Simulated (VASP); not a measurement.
Wanted: the native input for a VASP 6.6.1 run.

```
Task                   : single point
Functional             : PBE
Potentials or basis    : VASP PAW PBE potentials, release 64 (Hf_pv, Cd)
Cutoff                 : 520 eV
k mesh                 : 8 × 8 × 8
Occupations            : gaussian, width 0.1 eV
Spin                   : no spin polarisation
Dipole correction      : no
Further INCAR settings : ALGO = Fast; EDIFF = 1e-06; NBANDS = 34
```

The structure of Hf4Cd lies in POSCAR:

```
Hf4Cd
1.0
   -3.2125211297      3.2125211297      3.2125211297
    3.2125211297     -3.2125211297      3.2125211297
    3.2125211297      3.2125211297     -3.2125211297
Hf Cd
4 1
Direct
    0.0000000000      0.0000000000      0.5000000000
    0.0000000000      0.5000000000      0.0000000000
    0.5000000000      0.0000000000      0.0000000000
    0.5000000000      0.5000000000      0.5000000000
    0.0000000000      0.0000000000      0.0000000000
```

The cell was built from a structure type or drawn by symmetry, and may not be a known phase.

One way to write it, as run:

INCAR

```
PREC     = Accurate       # precision mode
ENCUT    = 520            # plane-wave cutoff, eV
EDIFF    = 1E-6           # SCF threshold, eV
ISMEAR   = 0              # smearing method
SIGMA    = 0.1            # smearing width, eV
LREAL    = False          # projectors in reciprocal space
LASPH    = True           # aspherical terms in the spheres
NELM     = 60             # most SCF steps
ALGO     = Fast           # electronic algorithm
ISIF     = 2              # what is computed and relaxed
LWAVE    = False          # write WAVECAR
LCHARG   = False          # write CHGCAR
GGA      = PE             # functional
NBANDS   = 34             # bands
```

KPOINTS

```
regular mesh
0
Gamma
  8 8 8
```

Potentials or basis: VASP PAW PBE potentials, release 64 (Hf_pv, Cd).

Launch:

```bash
$ cat potpaw_PBE.64/Hf_pv/POTCAR potpaw_PBE.64/Cd/POTCAR > POTCAR
$ mpirun -np 1 vasp_std > vasp.out
```

It gave:

```
Pressure               : -0.2 GPa
Band gap on the k mesh : zero (bands 26 and 27 overlap by 1.11 eV)
```

Caveat: spin-orbit coupling is left out, which moves the levels of the heavy elements.

Wall time 4.2 min on 1 thread of Intel Xeon 8259CL, with other jobs on the host, peak memory 0.33 GiB.
